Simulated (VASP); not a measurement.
Runs of VASP 6.6.1 on TaSi2. The structure is that of space group P6_3/mmc (No. 194), or close to it. The cells are those of the table. 

```csv
task,cell,k mesh,cutoff (eV),gap on the mesh (eV),pressure (GPa),relaxed volume (Å³/atom)
single point,"a = 4.528, b = 4.528, c = 5.651 Å, angles 90.0, 90.0, 120.0°, 6 atoms",6 × 6 × 4,520,none,-9.3,-
single point,"a = 4.604, b = 4.604, c = 5.019 Å, angles 90.0, 90.0, 120.0°, 6 atoms",6 × 6 × 4,520,none,0.1,-
relaxation of cell and atoms,"relaxed from a = 4.604, b = 4.604, c = 5.019 Å, angles 90.0, 90.0, 120.0°, 6 atoms",12 × 12 × 8,600,none,0.0,15.37
single point,"a = 4.591, b = 4.591, c = 5.048 Å, angles 90.0, 90.0, 120.0°, 6 atoms",12 × 12 × 8,520,none,0.1,-
relaxation of cell and atoms,"relaxed from a = 4.528, b = 4.528, c = 5.651 Å, angles 90.0, 90.0, 120.0°, 6 atoms",6 × 6 × 4,600,none,0.1,(a)
```

Alike in all rows: level PBE; potentials or basis VASP PAW PBE potentials, release 64 (Ta_pv, Si); no spin polarisation; smearing gaussian 0.1 eV.

Problem. Estimate the missing entries.

Solution. (a) 15.35.

Caveats: spin-orbit coupling is left out, which moves the levels of the heavy elements.

A k mesh can miss the band edges, and the runs leave out spin-orbit coupling on Ta.

A gap of «none» marks levels without a gap at the run's occupations.
